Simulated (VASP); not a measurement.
A run of VASP 6.6.1 is set up as follows.

Contents of POSCAR:

```
SiC
1.0
    2.9105171565      0.0000000000      0.0000000000
   -1.4552585783      2.5205817956      0.0000000000
    0.0000000000      0.0000000000      4.7775295131
Si C
2 2
Direct
    0.3333333333      0.6666666667     -0.0002965308
    0.6666666667      0.3333333333      0.4997034692
    0.3333333333      0.6666666667      0.3752965308
    0.6666666667      0.3333333333      0.8752965308
```

INCAR.step1

```
ALGO = Normal ; EDIFF = 1E-5
ENCUT = 520 ; GGA = PE
ISIF = 2 ; ISMEAR = 0
LASPH = True ; LCHARG = False
LREAL = False ; LWAVE = True
NBANDS = 16 ; NELM = 100
PREC = Accurate ; SIGMA = 0.01
```

File INCAR.step2:

```
ALGO = Normal ; EDIFF = 1E-6
ENCUT = 520 ; GGA = PE
HFSCREEN = 0.2079 ; ISIF = 2
ISMEAR = 0 ; ISTART = 1
LASPH = True ; LCHARG = False
LHFCALC = True ; LREAL = False
LWAVE = False ; NBANDS = 16
NELM = 100 ; PREC = Accurate
PRECFOCK = Normal ; SIGMA = 0.01
```

KPOINTS

```
k-points
0
Gamma
  6 6 4
```

Potentials or basis: VASP PAW PBE potentials, release 64 (Si, C).

The run is started by

```bash
$ cat potpaw_PBE.64/Si/POTCAR potpaw_PBE.64/C/POTCAR > POTCAR
$ cp INCAR.step1 INCAR
$ mpirun -np 1 vasp_std > vasp.out
$ cp INCAR.step2 INCAR
$ mpirun -np 1 vasp_std > vasp.out
```

Estimate the pressure.

49.8 GPa.

Predict the band gap on the k mesh.

2.88 eV, indirect (least direct gap 5.46 eV).

Forces in eV/Å, atoms in the order of the input:
```
Si   0.000  0.000 -0.020
Si   0.000  0.000 -0.020
C    0.000  0.000  0.020
C    0.000  0.000  0.020
```

Caveat: the cell differs from its parent crystal (strain -5.4%); the PAW data sets were made with another functional, which shifts forces and pressure a little. A k mesh can miss the band edges.
